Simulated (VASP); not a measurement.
# Mo (I4/mmm) in VASP: notebook

Runs on Mo. Level: PBE. Tasks: single point.

Everything below comes from runs of VASP 6.6.1. Logs are shortened: lines on timing, memory, paths and dates and some standing lists are left out, and cuts for length are marked.

## 1. The cell of the first run

It takes space group I4/mmm (No. 139, tetragonal). Conventional cell: a = 3.160 Å, b = 3.160 Å, c = 3.034 Å, α = 90.00°, β = 90.00°, γ = 90.00°. Mo (site symmetry 4/mmm) has 14 Mo at 2.70 to 3.16 Å within 3.6 Å.

## 2. Single point, PBE (strain -0.0400 x Voigt [0, 1, 0, 0, 0, 0])

File INCAR:

```
SYSTEM = Mo
PREC = Accurate
ENCUT = 520
EDIFF = 1E-7
ISMEAR = 0
SIGMA = 0.15
LREAL = .FALSE.
LASPH = .TRUE.
NELM = 60
ALGO = Fast
ISIF = 2
LWAVE = .FALSE.
LCHARG = .FALSE.
GGA = PE
NBANDS = 13
```

File KPOINTS:

```
Automatic mesh
0
G
  26 26 26
  0 0 0
```

File POSCAR:

```
Mo
1.0
   -1.5802194356      1.5170106582      1.5802194356
    1.5802194356     -1.5170106582      1.5802194356
    1.5802194356      1.5170106582     -1.5802194356
Mo
1
Direct
    0.0000000000      0.0000000000      0.0000000000
```

Potentials or basis: VASP PAW PBE potentials, release 64 (Mo_sv).

Started as:

```
> cat potpaw_PBE.64/Mo_sv/POTCAR > POTCAR
> mpirun -np 1 vasp_std > vasp.out
```

OUTCAR:

```text
SYSTEM = Mo
   PREC = Accurate
   ENCUT = 520
   EDIFF = 1E-7
   ISMEAR = 0
   LREAL = .FALSE.
   LASPH = .TRUE.
   NELM = 60
   ISIF = 2
   GGA = PE

 ion  position               nearest neighbor table
   1  0.000  0.000  0.000-

  LATTYP: Found a body centered tetragonal cell.
 ALAT       =     3.1604388712
 C/A-ratio  =     0.9600000000

  Lattice vectors:

 A1 = (  -1.5802194356,  -1.5170106582,   1.5802194356)
 A2 = (   1.5802194356,  -1.5170106582,  -1.5802194356)
 A3 = (   1.5802194356,   1.5170106582,   1.5802194356)

Analysis of symmetry for initial positions (statically):
=====================================================================
 Subroutine PRICEL returns:
 Original cell was already a primitive cell.

 Routine SETGRP: Setting up the symmetry group for a
 body centered tetragonal supercell.

 Subroutine GETGRP returns: Found 16 space group operations
 (whereof 16 operations were pure point group operations)
 out of a pool of 16 trial point group operations.

The static configuration has the point symmetry D_4h.

Analysis of symmetry for dynamics (positions and initial velocities):
=====================================================================
 Subroutine PRICEL returns:
 Original cell was already a primitive cell.

 Routine SETGRP: Setting up the symmetry group for a
 body centered tetragonal supercell.

 Subroutine GETGRP returns: Found 16 space group operations
 (whereof 16 operations were pure point group operations)
 out of a pool of 16 trial point group operations.

The dynamic configuration has the point symmetry D_4h.

 Subroutine INISYM returns: Found 16 space group operations
 (whereof 16 operations are pure point group operations),
 and found     1 'primitive' translations

----------------------------------------------------------------------------------------

                                     Primitive cell

  volume of cell :      15.1525

  direct lattice vectors                    reciprocal lattice vectors
    -1.580219436  1.517010658  1.580219436     0.000000000  0.329595575  0.316411752
     1.580219436 -1.517010658  1.580219436     0.316411752  0.000000000  0.316411752
     1.580219436  1.517010658 -1.580219436     0.316411752  0.329595575  0.000000000

  length of vectors
     2.701019857  2.701019857  2.701019857     0.456891278  0.447473791  0.456891278

  position of ions in fractional coordinates (direct lattice)
     0.000000000  0.000000000  0.000000000

  ion indices of the primitive-cell ions
   primitive index   ion index
                 1           1

----------------------------------------------------------------------------------------

 KPOINTS: Automatic mesh

Automatic generation of k-mesh.
 Grid dimensions read from file:
 generate k-points for:   26   26   26

 Generating k-lattice:

  Cartesian coordinates                     Fractional coordinates (reciprocal lattice)
     0.000000000  0.012676753  0.012169683     0.038461538  0.000000000 -0.000000000
     0.012169683  0.000000000  0.012169683     0.000000000  0.038461538  0.000000000
     0.012169683  0.012676753  0.000000000    -0.000000000  0.000000000  0.038461538

  Length of vectors
     0.017572741  0.017210530  0.017572741

  Shift w.r.t. Gamma in fractional coordinates (k-lattice)
     0.000000000  0.000000000  0.000000000

 Subroutine IBZKPT returns following result:
 ===========================================

 Found   1330 irreducible k-points:

 Following reciprocal coordinates:
            Coordinates               Weight
  0.000000  0.000000  0.000000      1.000000
  0.038462  0.000000 -0.000000      8.000000
  0.076923  0.000000 -0.000000      8.000000
  0.115385  0.000000 -0.000000      8.000000
  0.153846  0.000000 -0.000000      8.000000
  0.192308  0.000000 -0.000000      8.000000
[... 16 lines left out ...]
  0.307692  0.038462 -0.000000     16.000000
  0.346154  0.038462 -0.000000     16.000000
 [... further k-points ...]
   k-points           NKPTS =   1330   k-points in BZ     NKDIM =   1330   number of bands    NBANDS=     13
   number of dos      NEDOS =    301   number of ions     NIONS =      1
   total plane-waves  NPLWV =   8000
   dimension x,y,z NGX =    20 NGY =   20 NGZ =   20
   dimension x,y,z NGXF=    40 NGYF=   40 NGZF=   40
   ions per type =               1
   NGX,Y,Z   is equivalent  to a cutoff of  12.31, 12.31, 12.31 a.u.
   NGXF,Y,Z  is equivalent  to a cutoff of  24.62, 24.62, 24.62 a.u.
 SYSTEM =  Mo
   PREC   = accura    normal or accurate (medium, high low for compatibility)
   ISTART =      0    job   : 0-new  1-cont  2-samecut
   ICHARG =      2    charge: 1-file 2-atom 10-const
   ISPIN  =      1    spin polarized calculation?
   LNONCOLLINEAR =      F non collinear calculations
   LSORBIT =      F    spin-orbit coupling
   LASPH  =      T    aspherical Exc in radial PAW
   ENCUT  =  520.0 eV  38.22 Ry    6.18 a.u.   5.02  5.02  5.02*2*pi/ulx,y,z
   NELM   =     60;   NELMIN=  2; NELMDL= -5     # of ELM steps
   EDIFF  = 0.1E-06   stopping-criterion for ELM
   LREAL  =      F    real-space projection
   EDIFFG = 0.1E-05   stopping-criterion for IOM
   NSW    =      0    number of steps for IOM
   IBRION =     -1    ionic relax: 0-MD 1-quasi-New 2-CG
   NFREE  =      0    steps in history (QN), initial steepest desc. (CG)
   ISIF   =      2    stress and relaxation
   ISYM   =      2    0-nonsym 1-usesym 2-fastsym
   POTIM  = 0.5000    time-step for ionic-motion
   TEBEG  =    0.0;   TEEND  =   0.0 temperature during run
   PSTRESS=    0.0 pullay stress
   NELECT =      14.0000    total number of electrons
   NUPDOWN=      -1.0000    fix difference up-down
   EMIN   =  10.00;   EMAX   =-10.00  energy-range for DOS
   EFERMI =   0.00;   METHOD = LEGACY
   ISMEAR =     0;   SIGMA  =   0.15  broadening in eV -4-tet -1-fermi 0-gaus
   EFERMI_NEDOS =   21; number of points for ismear=-14 and -15
   IALGO  =     68    algorithm
   IMIX   =      4    mixing-type and parameters
     AMIX     =   0.40;   BMIX     =  1.00
     AMIX_MAG =   1.60;   BMIX_MAG =  1.00
  volume/ion in A,a.u.               =      15.15       102.25
  Fermi-wavevector in a.u.,A,eV,Ry     =   1.594495  3.013158 34.591627  2.542413
  Thomas-Fermi vector in A             =   2.692560
   LORBIT       =      0    0 simple, 1 ext, 2 COOP (PROOUT), +10 PAW based schemes
   GGA     = PE    functional components
   LHFCALC =     F    Hartree Fock is set to
   AEXX    =    0.0000 exact exchange contribution
   IVDW    =     0    specifies the selected vdW correction
   LEPSILON=     F    determine dielectric tensor
   LRPA    =     F    only Hartree local field effects (RPA)
 non-spin polarized calculation
 RMM-DIIS sequential band-by-band and
 Gauss-broadening in eV      SIGMA  =   0.15
  energy-cutoff  :      520.00
  volume of cell :       15.15
 maximum number of plane-waves:       422
   NGX =  9   NGY =  9   NGZ =  9

 number of electron      13.9999998 magnetization

 Free energy of the ion-electron system (eV)
  ---------------------------------------------------
  ext. energy  EPLUGINS =         0.00000000
  ---------------------------------------------------
  free energy    TOTEN  =       -10.89641629 eV

  energy without entropy =      -10.88939940  energy(sigma->0) =      -10.89290785

 E-fermi :  13.1041     XC(G=0): -13.5664

 val. band max:       13.1038648446   @ k =  -0.1538   0.3077   0.0769
 cond. band min:      13.1091690413   @ k =  -0.3077   0.4231   0.2692
 fundamental gap:      0.0053041967
 Fermi energy:        13.1040964728

 k-point     1 :       0.0000    0.0000    0.0000
  band No.  band energies     occupation
      1     -48.1818      2.00000
      2     -21.3792      2.00000
      3     -21.3792      2.00000
      4     -21.3593      2.00000
      5       5.7667      2.00000
      6      11.3594      2.00000
      7      11.8611      2.00000
      8      11.8611      2.00000
      9      14.4758      0.00000
     10      15.1277      0.00000
     11      27.7275      0.00000
     12      27.7275      0.00000
     13      28.5492      0.00000

 k-point     2 :       0.0385    0.0000   -0.0000
  band No.  band energies     occupation
      1     -48.1775      2.00000
      2     -21.3967      2.00000
      3     -21.3868      2.00000
      4     -21.3665      2.00000
      5       5.8364      2.00000
      6      11.3699      2.00000
      7      11.8516      2.00000
      8      11.8734      2.00000
      9      14.4674      0.00000
     10      15.0783      0.00000
     11      27.8356      0.00000
     12      27.8465      0.00000
     13      28.6360      0.00000

 k-point     3 :       0.0769    0.0000   -0.0000
  band No.  band energies     occupation
      1     -48.1647      2.00000
      2     -21.4648      2.00000
      3     -21.4091      2.00000
      4     -21.3708      2.00000
      5       6.0404      2.00000
      6      11.3448      2.00000
      7      11.8176      2.00000
      8      11.9705      2.00000
      9      14.4388      0.00000
     10      14.9618      0.00000
     11      28.1103      0.00000
     12      28.1983      0.00000
     13      28.8968      0.00000
[... 305 lines left out ...]
 k-point    23 :       0.3077    0.0385   -0.0000
  band No.  band energies     occupation
      1     -47.9590      2.00000
      2     -22.5163      2.00000
      3     -21.7546      2.00000
      4     -21.4034      2.00000
      5       8.0092      2.00000
      6       9.9029      2.00000
      7      12.2847      2.00000
      8      14.7292      0.00000
      9      15.1950      0.00000
     10      15.8225      0.00000
     11      26.7932      0.00000
     12      28.4874      0.00000
     13      34.0786      0.00000

 k-point    24 :       0.3462    0.0385   -0.0000
  band No.  band energies     occupation
      1     -47.9284      2.00000
      2     -22.6608      2.00000
      3     -21.8045      2.00000
      4     -21.4076      2.00000
      5       7.9095      2.00000
      6       9.7139      2.00000
      7      12.9520      1.84829
      8      14.8767      0.00000
      9      15.3812      0.00000
     10      16.5974      0.00000
     11      26.1658      0.00000
     12      27.5513      0.00000
     13      32.9222      0.00000

 [... further k-points ...]
[... 5 lines left out ...]
  --------------------------------------------------------------------------------------
  -------------------------------------------------------------------------------------
  Total        0.7428569      2.0601545      0.7428569      0.0000000      0.0000000      0.0000000
  in kB       78.5474959    217.8346484     78.5474959      0.0000000      0.0000000      0.0000000
  external PRESSURE =     124.9765468 kB  Pullay stress =       0.0000000 kB

 VOLUME and BASIS-vectors are now :
 -----------------------------------------------------------------------------
  energy-cutoff  :      520.00
  volume of cell :       15.15
      direct lattice vectors                 reciprocal lattice vectors
    -1.580219436  1.517010658  1.580219436     0.000000000  0.329595575  0.316411752
     1.580219436 -1.517010658  1.580219436     0.316411752  0.000000000  0.316411752
     1.580219436  1.517010658 -1.580219436     0.316411752  0.329595575  0.000000000

 POSITION                                       TOTAL-FORCE (eV/Angst)
 -----------------------------------------------------------------------------------
      0.00000      0.00000      0.00000        -0.000000      0.000000      0.000000
 -----------------------------------------------------------------------------------
    total drift:                                0.000000      0.000000      0.000000

  FREE ENERGIE OF THE ION-ELECTRON SYSTEM (eV)
  ---------------------------------------------------
  free  energy   TOTEN  =       -10.8964162915 eV

  energy  without entropy=      -10.8893993988  energy(sigma->0) =      -10.89290785
```

It took 88 s on 1 thread of Intel Xeon 6975P-C (Granite Rapids), shared host; peak memory 0.34 GiB.

Results:

```
Free energy            : -10.8964 eV
Pressure               : 12.5 GPa
Band gap on the k mesh : zero (band 7 reaches 17.22 eV, above the bottom of band 8 at 11.76 eV)
```

Stress tensor (GPa, compression positive):
```
 7.85  0.00  0.00
 0.00 21.78  0.00
 0.00  0.00  7.85
```

Levels at points of the mesh, in eV from the Fermi level:
```tsv
k point	band 4	band 5	band 6	band 7	band 8	band 9	band 10	band 11
(0.00, 0.00, 0.00)	-34.46	-7.34	-1.74	-1.24	-1.24	1.37	2.02	14.62
(0.50, 0.00, 0.00)	-34.51	-5.54	-3.72	1.82	1.87	2.68	4.98	11.99
(0.00, 0.50, 0.00)	-34.47	-5.47	-3.19	1.34	1.52	2.22	4.90	11.87
(0.50, 0.50, 0.50)	-35.44	-5.74	-5.63	4.11	4.11	4.26	8.95	8.95
```

Caveat: the cell differs from its parent crystal (strain -0.0400 x Voigt [0, 1, 0, 0, 0, 0]).

## 3. Single point, PBE (strain -0.0300 x Voigt [0, 1, 0, 0, 0, 0])

File INCAR:

```
PREC     = Accurate       # precision mode
ENCUT    = 520            # plane-wave cutoff, eV
EDIFF    = 1E-7           # SCF threshold, eV
ISMEAR   = 0              # smearing method
SIGMA    = 0.15           # smearing width, eV
LREAL    = False          # projectors in reciprocal space
LASPH    = True           # aspherical terms in the spheres
NELM     = 80             # most SCF steps
ALGO     = Fast           # electronic algorithm
ISIF     = 2              # what is computed and relaxed
LWAVE    = False          # write WAVECAR
LCHARG   = True           # write CHGCAR
GGA      = PE             # functional
LELF     = True           # ELF
LVHAR    = True         
NBANDS   = 13             # bands
```

File KPOINTS:

```
regular mesh
0
Gamma
  26 26 26
```

File POSCAR:

```
Mo
1.0
   -1.5802194356      1.5328128525      1.5802194356
    1.5802194356     -1.5328128525      1.5802194356
    1.5802194356      1.5328128525     -1.5802194356
Mo
1
Direct
    0.0000000000      0.0000000000      0.0000000000
```

Potentials or basis: VASP PAW PBE potentials, release 64 (Mo_sv).

Started as:

```
> cat potpaw_PBE.64/Mo_sv/POTCAR > POTCAR
> mpirun -np 1 vasp_std > vasp.out
```

Wall time 94 s (1 thread of Intel Xeon 6975P-C (Granite Rapids), shared host); peak memory 0.33 GiB.

Results (log left out):

- Free energy: -10.9151 eV
- Pressure: 9.3 GPa
- Band gap on the k mesh: zero (band 7 reaches 17.00 eV, above the bottom of band 8 at 11.58 eV)

Stress tensor (GPa, compression positive):
```
 5.85  0.00  0.00
 0.00 16.06  0.00
 0.00  0.00  5.85
```

Levels at points of the mesh, in eV from the Fermi level:
```csv
k point,band 3,band 4,band 5,band 6,band 7,band 8,band 9,band 10,band 11,band 12
"(0.00, 0.00, 0.00)",-34.50,-34.49,-7.30,-1.64,-1.27,-1.27,1.45,1.93,14.67,14.67
"(0.50, 0.00, 0.00)",-34.99,-34.52,-5.46,-3.62,1.80,1.81,2.56,4.91,11.97,12.08
"(0.00, 0.50, 0.00)",-34.94,-34.49,-5.42,-3.24,1.43,1.54,2.24,4.84,11.78,12.08
"(0.50, 0.50, 0.50)",-35.56,-35.46,-5.64,-5.56,4.07,4.07,4.18,8.96,8.96,9.77
```

Caveat: the cell differs from its parent crystal (strain -0.0300 x Voigt [0, 1, 0, 0, 0, 0]).

## 4. Single point, PBE (strain -0.0200 x Voigt [0, 1, 0, 0, 0, 0])

File INCAR:

```
SYSTEM = Mo
ALGO = Fast ; EDIFF = 1E-6
ENCUT = 520 ; GGA = PE
ISIF = 2 ; ISMEAR = 0
LASPH = .TRUE. ; LCHARG = .TRUE.
LELF = .TRUE. ; LREAL = .FALSE.
LVHAR = .TRUE. ; LWAVE = .FALSE.
NBANDS = 13 ; NELM = 80
PREC = Accurate ; SIGMA = 0.15
```

File KPOINTS:

```
k-points
0
G
  26 26 26
  0 0 0
```

File POSCAR:

```
Mo
1.0
   -1.5802194356      1.5486150469      1.5802194356
    1.5802194356     -1.5486150469      1.5802194356
    1.5802194356      1.5486150469     -1.5802194356
Mo
1
Direct
    0.0000000000      0.0000000000      0.0000000000
```

Started as:

```
> cat potpaw_PBE.64/Mo_sv/POTCAR > POTCAR
> mpirun -np 1 vasp_std > vasp.out
```

It took 75 s on 1 thread of Intel Xeon 6975P-C (Granite Rapids), shared host; peak memory 0.34 GiB.

It converged, with:

```
Free energy            : -10.9282 eV
Pressure               : 6.2 GPa
Band gap on the k mesh : zero (band 7 reaches 16.78 eV, above the bottom of band 8 at 11.44 eV)
```

Stress tensor (GPa, compression positive):
```
 4.01  0.00  0.00
 0.00 10.63  0.00
 0.00  0.00  4.01
```

Levels at points of the mesh, in eV from the Fermi level:
| k point | band 4 | band 5 | band 6 | band 7 | band 8 | band 9 | band 10 | band 11 |
| --- | --- | --- | --- | --- | --- | --- | --- | --- |
| (0.00, 0.00, 0.00) | -34.51 | -7.27 | -1.53 | -1.30 | -1.30 | 1.53 | 1.84 | 14.73 |
| (0.50, 0.00, 0.00) | -34.54 | -5.39 | -3.53 | 1.73 | 1.78 | 2.45 | 4.83 | 11.88 |
| (0.00, 0.50, 0.00) | -34.52 | -5.36 | -3.28 | 1.52 | 1.56 | 2.26 | 4.79 | 11.68 |
| (0.50, 0.50, 0.50) | -35.47 | -5.54 | -5.49 | 4.02 | 4.02 | 4.09 | 8.98 | 8.98 |

Caveat: the cell differs from its parent crystal (strain -0.0200 x Voigt [0, 1, 0, 0, 0, 0]).

## 5. The runs side by side

```csv
cell,further INCAR settings,gap on the mesh (eV),pressure (GPa)
"a = 2.701 Å, angles 108.4, 111.7, 108.4°, 1 atom",ALGO = Fast; EDIFF = 1e-07; NBANDS = 13,none,12.5
"a = 2.710 Å, angles 108.7, 111.1, 108.7°, 1 atom",ALGO = Fast; EDIFF = 1e-07; NBANDS = 13,none,9.3
"a = 2.719 Å, angles 108.9, 110.6, 108.9°, 1 atom",ALGO = Fast; EDIFF = 1e-06; NBANDS = 13,none,6.2
```

Alike in all rows: task single point; level PBE; potentials or basis VASP PAW PBE potentials, release 64 (Mo_sv); no spin polarisation; k mesh 26 × 26 × 26; cutoff (eV) 520; smearing gaussian 0.15 eV.

Absolute energies hang on the potentials; compare differences alone.
